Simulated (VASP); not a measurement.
# ScAl2Sb2As (P4/mmm) in VASP: further runs

ScAl2Sb2As is run at these levels: PBE; tasks: single point, relaxation of cell and atoms.

Program: VASP 6.6.1. These are calculated values, not measurements. Logs are shortened: lines on timing, memory, paths and dates and some standing lists are left out, and cuts for length are marked.

## (1) The cell of the first run

Symmetry: P4/mmm, No. 123, tetragonal system. The conventional cell has a = 5.452 Å, b = 5.452 Å, c = 5.642 Å, α = 90.00°, β = 90.00°, γ = 90.00°. Within 3.6 Å of Sc (site symmetry 4/mmm) lie 4 Al at 2.73 Å and 2 As at 2.82 Å. Within 3.6 Å of Al (site symmetry mmm) lie 2 Sc at 2.73 Å and 4 Sb at 3.08 Å. Within 3.7 Å of Sb (site symmetry 4mm) lie 2 Sb at 2.79 to 2.86 Å and 4 Al at 3.08 Å. As (site symmetry 4/mmm) has 2 Sc at 2.82 Å within 3.7 Å.

The cell was generated, and may not be a known phase.

## (2) Single point, PBE

File INCAR:

```
SYSTEM = ScAl2Sb2As
ALGO = Normal
EDIFF = 1E-6
ENCUT = 520
GGA = PE
ISIF = 2
ISMEAR = 0
LASPH = .True.
LCHARG = .False.
LREAL = .False.
LWAVE = .False.
NBANDS = 25
NELM = 60
PREC = Accurate
SIGMA = 0.1
```

File KPOINTS:

```
k-points
0
Gamma
  8 8 8
  0 0 0
```

File POSCAR:

```
ScAl2Sb2As
1.0
    5.4519515336      0.0000000000      0.0000000000
    0.0000000000      5.4519515336      0.0000000000
    0.0000000000      0.0000000000      5.6419632572
Sc Al Sb As
1 2 2 1
Direct
    0.0000000000      0.0000000000      0.5000000000
    0.0000000000      0.5000000000      0.5000000000
    0.5000000000      0.0000000000      0.5000000000
    0.5000000000      0.5000000000      0.7530273960
    0.5000000000      0.5000000000      0.2469726040
    0.0000000000      0.0000000000      0.0000000000
```

Potentials or basis: VASP PAW PBE potentials, release 64 (Sc_sv, Al, Sb, As).

Started as:

```sh
$ cat potpaw_PBE.64/Sc_sv/POTCAR potpaw_PBE.64/Al/POTCAR potpaw_PBE.64/Sb/POTCAR potpaw_PBE.64/As/POTCAR > POTCAR
$ mpirun -np 1 vasp_std > vasp.out
```

OUTCAR:

```text
SYSTEM = ScAl2Sb2As
   EDIFF = 1E-6
   ENCUT = 520
   GGA = PE
   ISIF = 2
   ISMEAR = 0
   LASPH = .True.
   LREAL = .False.
   NELM = 60
   PREC = Accurate

 ion  position               nearest neighbor table
   1  0.000  0.000  0.500-   2 2.73   3 2.73   2 2.73   3 2.73   6 2.82   6 2.82
   2  0.000  0.500  0.500-   1 2.73   1 2.73   5 3.08   4 3.08   4 3.08   5 3.08
   3  0.500  0.000  0.500-   1 2.73   1 2.73   5 3.08   4 3.08   5 3.08   4 3.08
   4  0.500  0.500  0.753-   5 2.79   5 2.86   2 3.08   3 3.08   3 3.08   2 3.08
   5  0.500  0.500  0.247-   4 2.79   4 2.86   3 3.08   2 3.08   3 3.08   2 3.08
   6  0.000  0.000  0.000-   1 2.82   1 2.82

  LATTYP: Found a simple tetragonal cell.
 ALAT       =     5.4519515336
 C/A-ratio  =     1.0348520566

  Lattice vectors:

 A1 = (   5.4519515336,   0.0000000000,   0.0000000000)
 A2 = (   0.0000000000,   5.4519515336,   0.0000000000)
 A3 = (   0.0000000000,   0.0000000000,   5.6419632572)

Analysis of symmetry for initial positions (statically):
=====================================================================
 Subroutine PRICEL returns:
 Original cell was already a primitive cell.

 Routine SETGRP: Setting up the symmetry group for a
 simple tetragonal supercell.

 Subroutine GETGRP returns: Found 16 space group operations
 (whereof 16 operations were pure point group operations)
 out of a pool of 16 trial point group operations.

The static configuration has the point symmetry D_4h.

Analysis of symmetry for dynamics (positions and initial velocities):
=====================================================================
 Subroutine PRICEL returns:
 Original cell was already a primitive cell.

 Routine SETGRP: Setting up the symmetry group for a
 simple tetragonal supercell.

 Subroutine GETGRP returns: Found 16 space group operations
 (whereof 16 operations were pure point group operations)
 out of a pool of 16 trial point group operations.

The dynamic configuration has the point symmetry D_4h.

 Subroutine INISYM returns: Found 16 space group operations
 (whereof 16 operations are pure point group operations),
 and found     1 'primitive' translations

----------------------------------------------------------------------------------------

                                     Primitive cell

  volume of cell :     167.7004

  direct lattice vectors                    reciprocal lattice vectors
     5.451951534  0.000000000  0.000000000     0.183420559  0.000000000  0.000000000
     0.000000000  5.451951534  0.000000000     0.000000000  0.183420559  0.000000000
     0.000000000  0.000000000  5.641963257     0.000000000  0.000000000  0.177243267

  length of vectors
     5.451951534  5.451951534  5.641963257     0.183420559  0.183420559  0.177243267

  position of ions in fractional coordinates (direct lattice)
     0.000000000  0.000000000  0.500000000
     0.000000000  0.500000000  0.500000000
     0.500000000  0.000000000  0.500000000
     0.500000000  0.500000000  0.753027396
     0.500000000  0.500000000  0.246972604
     0.000000000  0.000000000  0.000000000

  ion indices of the primitive-cell ions
   primitive index   ion index
                 1           1
                 2           2
                 3           3
                 4           4
                 5           5
                 6           6

----------------------------------------------------------------------------------------

 KPOINTS: k-points

Automatic generation of k-mesh.
 Grid dimensions read from file:
 generate k-points for:    8    8    8

 Generating k-lattice:

  Cartesian coordinates                     Fractional coordinates (reciprocal lattice)
     0.022927570  0.000000000  0.000000000     0.125000000  0.000000000  0.000000000
     0.000000000  0.022927570  0.000000000     0.000000000  0.125000000  0.000000000
     0.000000000  0.000000000  0.022155408     0.000000000  0.000000000  0.125000000

  Length of vectors
     0.022927570  0.022927570  0.022155408

  Shift w.r.t. Gamma in fractional coordinates (k-lattice)
     0.000000000  0.000000000  0.000000000

 Subroutine IBZKPT returns following result:
 ===========================================

 Found     75 irreducible k-points:

 Following reciprocal coordinates:
            Coordinates               Weight
  0.000000  0.000000  0.000000      1.000000
  0.125000  0.000000  0.000000      4.000000
  0.250000  0.000000  0.000000      4.000000
  0.375000  0.000000  0.000000      4.000000
  0.500000  0.000000  0.000000      2.000000
  0.125000  0.125000  0.000000      4.000000
[... 16 lines left out ...]
  0.375000  0.125000  0.125000     16.000000
  0.500000  0.125000  0.125000      8.000000
 [... further k-points ...]
   k-points           NKPTS =     75   k-points in BZ     NKDIM =     75   number of bands    NBANDS=     25
   number of dos      NEDOS =    301   number of ions     NIONS =      6
   total plane-waves  NPLWV =  74088
[... 77 lines left out ...]
      5      -7.0489      2.00000
      6      -5.1995      2.00000
[... 17 lines left out ...]
     24       7.1617      0.00000
     25       7.2531      0.00000

 k-point     2 :       0.1250    0.0000    0.0000
  band No.  band energies     occupation
      1     -44.7062      2.00000
      2     -23.4125      2.00000
      3     -23.4122      2.00000
      4     -23.3323      2.00000
      5      -7.0176      2.00000
      6      -5.2239      2.00000
[... 17 lines left out ...]
     24       7.1642      0.00000
     25       7.2847      0.00000

 k-point     3 :       0.2500    0.0000    0.0000
  band No.  band energies     occupation
      1     -44.7062      2.00000
      2     -23.4132      2.00000
      3     -23.4122      2.00000
      4     -23.3323      2.00000
      5      -6.9358      2.00000
      6      -5.2908      2.00000
[... 17 lines left out ...]
     24       7.2871      0.00000
     25       7.6225      0.00000

 k-point     4 :       0.3750    0.0000    0.0000
  band No.  band energies     occupation
      1     -44.7062      2.00000
      2     -23.4140      2.00000
      3     -23.4122      2.00000
      4     -23.3323      2.00000
      5      -6.8433      2.00000
      6      -5.3717      2.00000
[... 17 lines left out ...]
     24       7.2960      0.00000
     25       8.2708      0.00000

 k-point     5 :       0.5000    0.0000    0.0000
  band No.  band energies     occupation
      1     -44.7062      2.00000
      2     -23.4143      2.00000
      3     -23.4122      2.00000
      4     -23.3323      2.00000
      5      -6.8006      2.00000
      6      -5.4104      2.00000
[... 17 lines left out ...]
     24       7.5095      0.00000
     25       8.5321      0.00000

 k-point     6 :       0.1250    0.1250    0.0000
  band No.  band energies     occupation
      1     -44.7062      2.00000
      2     -23.4125      2.00000
      3     -23.4125      2.00000
      4     -23.3323      2.00000
      5      -6.9876      2.00000
      6      -5.2438      2.00000
[... 17 lines left out ...]
     24       7.2618      0.00000
     25       7.2878      0.00000
[... 393 lines left out ...]
 k-point    21 :       0.1250    0.1250    0.1250
  band No.  band energies     occupation
      1     -44.7062      2.00000
      2     -23.4125      2.00000
      3     -23.4125      2.00000
      4     -23.3324      2.00000
      5      -6.9149      2.00000
      6      -5.2270      2.00000
[... 17 lines left out ...]
     24       7.3532      0.00000
     25       7.4622      0.00000

 k-point    22 :       0.2500    0.1250    0.1250
  band No.  band energies     occupation
      1     -44.7062      2.00000
      2     -23.4132      2.00000
      3     -23.4125      2.00000
      4     -23.3324      2.00000
      5      -6.8371      2.00000
      6      -5.2775      2.00000
[... 17 lines left out ...]
     24       7.5036      0.00000
     25       7.6651      0.00000

 k-point    23 :       0.3750    0.1250    0.1250
  band No.  band energies     occupation
      1     -44.7062      2.00000
      2     -23.4140      2.00000
      3     -23.4125      2.00000
      4     -23.3324      2.00000
      5      -6.7496      2.00000
      6      -5.3407      2.00000
[... 17 lines left out ...]
     24       7.5719      0.00000
     25       8.2964      0.00000

 k-point    24 :       0.5000    0.1250    0.1250
  band No.  band energies     occupation
      1     -44.7062      2.00000
      2     -23.4143      2.00000
      3     -23.4124      2.00000
      4     -23.3324      2.00000
      5      -6.7096      2.00000
      6      -5.3715      2.00000
[... 17 lines left out ...]
     24       7.5868      0.00000
     25       8.5484      0.00000

 [... further k-points ...]

------------------------ aborting loop because EDIFF is reached ----------------------------------------

  FORCE on cell =-STRESS in cart. coord.  units (eV):
  Direction    XX          YY          ZZ          XY          YZ          ZX
  --------------------------------------------------------------------------------------
  -------------------------------------------------------------------------------------
  Total        0.0196250      0.0196250      0.0741226      0.0000000      0.0000000      0.0000000
  in kB        0.1874930      0.1874930      0.7081529      0.0000000      0.0000000      0.0000000
  external PRESSURE =       0.3610463 kB  Pullay stress =       0.0000000 kB

 VOLUME and BASIS-vectors are now :
 -----------------------------------------------------------------------------
  energy-cutoff  :      520.00
  volume of cell :      167.70
      direct lattice vectors                 reciprocal lattice vectors
     5.451951534  0.000000000  0.000000000     0.183420559  0.000000000  0.000000000
     0.000000000  5.451951534  0.000000000     0.000000000  0.183420559  0.000000000
     0.000000000  0.000000000  5.641963257     0.000000000  0.000000000  0.177243267

 POSITION                                       TOTAL-FORCE (eV/Angst)
 -----------------------------------------------------------------------------------
      0.00000      0.00000      2.82098         0.000000      0.000000      0.000000
      0.00000      2.72598      2.82098         0.000000      0.000000      0.000000
      2.72598      0.00000      2.82098         0.000000      0.000000      0.000000
      2.72598      2.72598      4.24855         0.000000      0.000000     -0.006715
      2.72598      2.72598      1.39341         0.000000     -0.000000      0.006715
      0.00000      0.00000      0.00000         0.000000      0.000000      0.000000
 -----------------------------------------------------------------------------------
    total drift:                               -0.000000     -0.000000      0.000000

  FREE ENERGIE OF THE ION-ELECTRON SYSTEM (eV)
  ---------------------------------------------------
  free  energy   TOTEN  =       -23.8373351114 eV

  energy  without entropy=      -23.8059799221  energy(sigma->0) =      -23.82165752
```

Wall time 2.3 min (1 thread of AMD EPYC 9R45 (Zen 5), shared host); peak memory 0.48 GiB.

Results:

```yaml
Free_energy: -23.8373 eV
Pressure: 0.0 GPa
Largest_force: 0.007 eV/Å
Band_gap_on_the_k_mesh: zero (bands 16 and 17 overlap by 1.25 eV)
```

Forces in eV/Å, atoms in the order of the input:
```
Sc   0.000  0.000  0.000
Al   0.000  0.000  0.000
Al   0.000  0.000  0.000
Sb   0.000  0.000 -0.007
Sb   0.000  0.000  0.007
As   0.000  0.000  0.000
```

Caveat: spin-orbit coupling is left out, which moves the levels of the heavy elements.

## (3) Relaxation of cell and atoms, PBE

This run uses another cell than the first one, of 28.14 Å³/atom.

File INCAR:

```
ALGO = Normal
EDIFF = 1E-6
EDIFFG = -0.04
ENCUT = 600
GGA = PE
IBRION = 2
ISIF = 3
ISMEAR = 0
LASPH = True
LCHARG = False
LREAL = False
LWAVE = False
NELM = 60
NSW = 90
PREC = Accurate
SIGMA = 0.1
```

File KPOINTS:

```
k-points
0
Gamma
  4 4 4
```

File POSCAR:

```
ScAl2Sb2As
1.0
    5.2668442607      0.0000000000      0.0000000000
    0.0000000000      5.2668442607      0.0000000000
    0.0000000000      0.0000000000      6.0869375213
Sc Al Sb As
1 2 2 1
Direct
    0.0000000000      0.0000000000      0.5000000000
    0.0000000000      0.5000000000      0.5000000000
    0.5000000000      0.0000000000      0.5000000000
    0.5000000000      0.5000000000      0.7725448091
    0.5000000000      0.5000000000      0.2274551909
    0.0000000000      0.0000000000      0.0000000000
```

Potentials or basis: VASP PAW PBE potentials, release 64 (Sc_sv, Al, Sb, As).

Started as:

```sh
$ cat potpaw_PBE.64/Sc_sv/POTCAR potpaw_PBE.64/Al/POTCAR potpaw_PBE.64/Sb/POTCAR potpaw_PBE.64/As/POTCAR > POTCAR
$ mpirun -np 1 vasp_std > vasp.out
```

Run time: 4.9 min. Hardware: 1 thread of AMD EPYC 9R45 (Zen 5), shared host; peak memory 0.33 GiB.

The run converged. Its results:

- Free energy: -23.9095 eV
- Relaxed volume: 28.14 Å³/atom
- Relaxed cell: a = 5.527 Å, b = 5.527 Å, c = 5.526 Å, α = 90.00°, β = 90.00°, γ = 90.00°
- Space group after relaxing (to 0.1 Å): P4/mmm (No. 123)
- Energy gained by relaxing: 63.2 meV/atom
- Ionic steps: 11
- Pressure after relaxing: 0.0 GPa
- Largest force after relaxing: 0.008 eV/Å
- Band gap on the k mesh: zero (bands 16 and 17 overlap by 1.09 eV)

Forces on the atoms (eV/Å):
```
Sc   0.000  0.000  0.000
Al   0.000  0.000  0.000
Al   0.000  0.000  0.000
Sb   0.000  0.000 -0.008
Sb   0.000  0.000  0.008
As   0.000  0.000  0.000
```

Stress tensor (GPa, compression positive):
```
 0.09  0.00  0.00
 0.00  0.09  0.00
 0.00  0.00 -0.04
```

Step by step:
```csv
step,energy change (eV),largest force (eV/Å),pressure (GPa),volume (Å³)
1,0.0000,0.7033,-0.61,168.85
2,-0.1901,0.3942,0.18,166.11
3,-0.2411,0.4230,0.85,164.14
4,-0.2845,0.3899,3.03,159.86
5,-0.2745,0.7709,1.27,162.75
6,-0.3088,0.7405,1.99,161.33
7,-0.3082,0.6264,2.36,160.78
8,-0.2917,1.3164,0.83,169.34
9,-0.3524,0.2030,1.48,164.78
10,-0.3714,0.1067,-0.66,171.12
11,-0.3792,0.0083,0.04,168.82
```

Final structure:
```cif
data_structure
_symmetry_space_group_name_H-M 'P 1'
_symmetry_Int_Tables_number 1
_cell_length_a 5.5271
_cell_length_b 5.5271
_cell_length_c 5.5262
_cell_angle_alpha 90.000
_cell_angle_beta 90.000
_cell_angle_gamma 90.000
_cell_volume 168.82
loop_
_atom_site_label
_atom_site_type_symbol
_atom_site_fract_x
_atom_site_fract_y
_atom_site_fract_z
_atom_site_occupancy
Sc1 Sc 0.00000 0.00000 0.50000 1
Al1 Al 0.00000 0.50000 0.50000 1
Al2 Al 0.50000 0.00000 0.50000 1
Sb1 Sb 0.50000 0.50000 0.75264 1
Sb2 Sb 0.50000 0.50000 0.24736 1
As1 As 0.00000 0.00000 0.00000 1
```

Levels at points of the mesh, in eV from the Fermi level:
| k point | band 14 | band 15 | band 16 | band 17 | band 18 | band 19 |
| --- | --- | --- | --- | --- | --- | --- |
| (0.00, 0.00, 0.00) | -0.32 | -0.32 | 0.10 | 0.10 | 0.88 | 1.86 |
| (0.50, 0.00, 0.00) | -0.65 | -0.09 | 0.10 | 0.41 | 0.55 | 0.79 |
| (0.50, 0.50, 0.00) | -1.25 | -0.41 | -0.41 | 0.07 | 0.79 | 0.79 |
| (0.00, 0.00, 0.50) | -1.65 | -0.04 | 0.22 | 0.22 | 0.95 | 1.10 |
| (0.50, 0.00, 0.50) | -1.38 | -1.10 | -0.43 | 0.15 | 0.54 | 0.92 |
| (0.50, 0.50, 0.50) | 0.09 | 0.52 | 0.70 | 0.70 | 0.71 | 1.52 |

Caveat: spin-orbit coupling is left out, which moves the levels of the heavy elements.

## (4) Single point, PBE, collinear spin

This run uses another cell than the first one, of 28.13 Å³/atom.

File INCAR:

```
SYSTEM = ScAl2Sb2As
PREC = Accurate
ENCUT = 520
EDIFF = 1E-6
ISMEAR = 0
SIGMA = 0.1
LREAL = .False.
LASPH = .True.
NELM = 150
ALGO = Normal
ISIF = 2
LWAVE = .False.
LCHARG = .False.
ISPIN = 2
MAGMOM = 1 0 0 0 0 0
LORBIT = 11
LMAXMIX = 4
GGA = PE
NBANDS = 29
```

File KPOINTS:

```
Automatic mesh
0
Gamma
  4 4 4
  0 0 0
```

File POSCAR:

```
ScAl2Sb2As
1.0
    5.5321946259      0.0000000000      0.0000000000
    0.0000000000      5.5321946259      0.0000000000
    0.0000000000      0.0000000000      5.5150371160
Sc Al Sb As
1 2 2 1
Direct
    0.0000000000      0.0000000000      0.5000000000
    0.0000000000      0.5000000000      0.5000000000
    0.5000000000      0.0000000000      0.5000000000
    0.5000000000      0.5000000000      0.7524015279
    0.5000000000      0.5000000000      0.2475984721
    0.0000000000      0.0000000000      0.0000000000
```

Started as:

```sh
$ cat potpaw_PBE.64/Sc_sv/POTCAR potpaw_PBE.64/Al/POTCAR potpaw_PBE.64/Sb/POTCAR potpaw_PBE.64/As/POTCAR > POTCAR
$ mpirun -np 1 vasp_std > vasp.out
```

It took 96 s on 1 thread of AMD EPYC 9R45 (Zen 5), shared host; peak memory 0.38 GiB.

The run converged. Its results:

```yaml
Free_energy: -23.9093 eV
Pressure: 0.1 GPa
Largest_force: 0.020 eV/Å
Band_gap_on_the_k_mesh: zero (filled and empty bands overlap)
Net_moment: 0.00 μB per cell
Valence_electrons_inside_the_program's_atomic_spheres: Sc 9.49; Al 0.78; Sb 2.40; As 2.63
```

Forces on the atoms (eV/Å):
```
Sc   0.000  0.000  0.000
Al   0.000  0.000  0.000
Al   0.000  0.000  0.000
Sb   0.000  0.000  0.020
Sb   0.000  0.000 -0.020
As   0.000  0.000  0.000
```

Stress tensor (GPa, compression positive):
```
0.05 0.00 0.00
0.00 0.05 0.00
0.00 0.00 0.25
```

Levels at points of the mesh, in eV from the Fermi level:
Spin up:
```
           k point  band 12  band 13  band 14  band 15  band 16  band 17  band 18  band 19  band 20  band 21
(0.00, 0.00, 0.00)    -3.08    -1.29    -0.33    -0.33     0.11     0.11     0.88     1.86     1.86     2.12
(0.50, 0.00, 0.00)    -2.06    -1.32    -0.65    -0.09     0.10     0.41     0.56     0.79     1.43     1.70
(0.50, 0.50, 0.00)    -1.27    -1.27    -1.25    -0.40    -0.40     0.07     0.77     0.77     1.00     2.47
(0.00, 0.00, 0.50)    -2.19    -2.19    -1.66    -0.01     0.21     0.21     0.95     1.10     1.12     1.71
(0.50, 0.00, 0.50)    -2.14    -1.63    -1.38    -1.11    -0.43     0.15     0.57     0.94     1.16     2.26
(0.50, 0.50, 0.50)    -3.30    -0.80     0.09     0.54     0.69     0.69     0.75     1.52     2.05     2.05
```
Spin down:
| k point | band 13 | band 14 | band 15 | band 16 | band 17 | band 18 | band 19 | band 20 |
| --- | --- | --- | --- | --- | --- | --- | --- | --- |
| (0.00, 0.00, 0.00) | -1.29 | -0.33 | -0.33 | 0.11 | 0.11 | 0.88 | 1.86 | 1.86 |
| (0.50, 0.00, 0.00) | -1.32 | -0.65 | -0.09 | 0.10 | 0.41 | 0.56 | 0.79 | 1.43 |
| (0.50, 0.50, 0.00) | -1.27 | -1.25 | -0.40 | -0.40 | 0.07 | 0.77 | 0.77 | 1.00 |
| (0.00, 0.00, 0.50) | -2.19 | -1.66 | -0.01 | 0.21 | 0.21 | 0.95 | 1.10 | 1.12 |
| (0.50, 0.00, 0.50) | -1.63 | -1.38 | -1.11 | -0.43 | 0.15 | 0.57 | 0.94 | 1.16 |
| (0.50, 0.50, 0.50) | -0.80 | 0.09 | 0.54 | 0.69 | 0.69 | 0.75 | 1.52 | 2.05 |

Caveat: spin-orbit coupling is left out, which moves the levels of the heavy elements.

## (5) The runs side by side

| task | spin | cell | k mesh | cutoff (eV) | gap on the mesh (eV) | pressure (GPa) | largest force (eV/Å) |
| --- | --- | --- | --- | --- | --- | --- | --- |
| single point | off | a = 5.452, b = 5.452, c = 5.642 Å, 6 atoms, atomic positions A | 8 × 8 × 8 | 520 | none | 0.0 | 0.01 |
| relaxation of cell and atoms | off | relaxed from a = 5.267, b = 5.267, c = 6.087 Å, 6 atoms, atomic positions B | 4 × 4 × 4 | 600 | none | 0.0 | 0.01 |
| single point | collinear | a = 5.532, b = 5.532, c = 5.515 Å, 6 atoms, atomic positions C | 4 × 4 × 4 | 520 | none | 0.1 | 0.02 |

Alike in all rows: level PBE; potentials or basis VASP PAW PBE potentials, release 64 (Sc_sv, Al, Sb, As); smearing gaussian 0.1 eV.

Caveats: spin-orbit coupling is left out, which moves the levels of the heavy elements.

Absolute energies hang on the potentials; compare differences alone.
